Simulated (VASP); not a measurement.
Here is a VASP 6.6.1 calculation.

File POSCAR:

```
BN
1.0
    0.0000000000      1.8080000000      1.8080000000
    1.8080000000      0.0000000000      1.8080000000
    1.8080000000      1.8080000000      0.0000000000
B N
1 1
Direct
    0.0000000000      0.0000000000      0.0000000000
    0.2500000000      0.2500000000      0.2500000000
```

The input INCAR.step1:

```
SYSTEM = BN
PREC = Accurate ; ENCUT = 500
EDIFF = 1E-8 ; ISMEAR = 0
SIGMA = 0.01 ; LREAL = .False.
LASPH = .True. ; NELM = 80
ALGO = Normal ; LWAVE = .True.
LCHARG = .False. ; GGA = PE
```

File INCAR.step2:

```
SYSTEM = BN
PREC = Accurate ; ENCUT = 500
EDIFF = 1E-8 ; ISMEAR = 0
SIGMA = 0.01 ; LREAL = .False.
LASPH = .True. ; NELM = 1
ALGO = Exact ; LWAVE = .True.
LCHARG = .False. ; GGA = PE
NBANDS = 323 ; LOPTICS = .True.
ISTART = 1
```

File INCAR.step3:

```
SYSTEM = BN
PREC = Accurate ; ENCUT = 500
EDIFF = 1E-8 ; ISMEAR = 0
SIGMA = 0.01 ; LREAL = .False.
LASPH = .True. ; ALGO = EVGW0
LWAVE = .False. ; LCHARG = .False.
GGA = PE ; NELMGW = 1
NBANDS = 323 ; ENCUTGW = 200
NOMEGA = 48 ; PRECFOCK = Fast
ISTART = 1 ; NBANDSGW = 12
```

File KPOINTS:

```
regular mesh
0
Gamma
  2 2 2
  0 0 0
```

Potentials or basis: VASP PAW PBE potentials, release 64 (B_GW, N_GW).

Command:

```console
$ cat potpaw_PBE.64/B_GW/POTCAR potpaw_PBE.64/N_GW/POTCAR > POTCAR
$ cp INCAR.step1 INCAR
$ mpirun -np 1 vasp_std > vasp.out
$ cp INCAR.step2 INCAR
$ mpirun -np 1 vasp_std > vasp.out
$ cp INCAR.step3 INCAR
$ mpirun -np 1 vasp_std > vasp.out
```

(1) What does it give for the quasiparticle gap?

(2) Estimate the least direct quasiparticle gap.

(3) What does it give for the band gap of the starting levels on the mesh?

## Answers

(1) 5.25 eV.

(2) 10.22 eV.

(3) 4.09 eV.

Caveat: the k points lie up to 1.50 Å⁻¹ apart; bands, screening cutoff and mesh are small and nothing is extrapolated, so the quasiparticle values aren't converged.
